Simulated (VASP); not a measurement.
Input of a VASP 6.6.1 run:

File INCAR:

```
SYSTEM = Ti2C
PREC     = Accurate       ! precision mode
ENCUT    = 520            ! plane-wave cutoff, eV
EDIFF    = 1E-7           ! SCF threshold, eV
ISMEAR   = 0              ! smearing method
SIGMA    = 0.1            ! smearing width, eV
LREAL    = .FALSE.        ! projectors in reciprocal space
LASPH    = .TRUE.         ! aspherical terms in the spheres
NELM     = 60             ! most SCF steps
ALGO     = Normal         ! electronic algorithm
ISIF     = 2              ! what is computed and relaxed
LWAVE    = .FALSE.        ! write WAVECAR
LCHARG   = .TRUE.         ! write CHGCAR
LELF     = .TRUE.         ! ELF
LVHAR    = .TRUE.       
NBANDS   = 68             ! bands
```

KPOINTS

```
regular mesh
0
G
  4 4 4
  0 0 0
```

File POSCAR:

```
Ti2C
1.0
    0.0000000000      4.2391911367      4.2391911367
    4.2391911367      0.0000000000      4.2391911367
    4.2391911367      4.2391911367      0.0000000000
Ti C
8 4
Direct
    0.8579651342      0.3806782886      0.3806782886
    0.3806782886      0.3806782886      0.3806782886
    0.3806782886      0.3806782886      0.8579651342
    0.8693217114      0.3920348658      0.8693217114
    0.8693217114      0.8693217114      0.8693217114
    0.3920348658      0.8693217114      0.8693217114
    0.8693217114      0.8693217114      0.3920348658
    0.3806782886      0.8579651342      0.3806782886
    0.6250000000      0.6250000000      0.6250000000
    0.1250000000      0.6250000000      0.6250000000
    0.6250000000      0.6250000000      0.1250000000
    0.6250000000      0.1250000000      0.6250000000
```

Potentials or basis: VASP PAW LDA potentials, release 64 (Ti_sv, C).

Launch:

```bash
$ cat potpaw_LDA.64/Ti_sv/POTCAR potpaw_LDA.64/C/POTCAR > POTCAR
$ mpirun -np 1 vasp_std > vasp.out
```

(1) What does it give for the pressure?

(2) What does it give for the largest force?

Answers

(1) 0.4 GPa.

(2) 0.043 eV/Å.
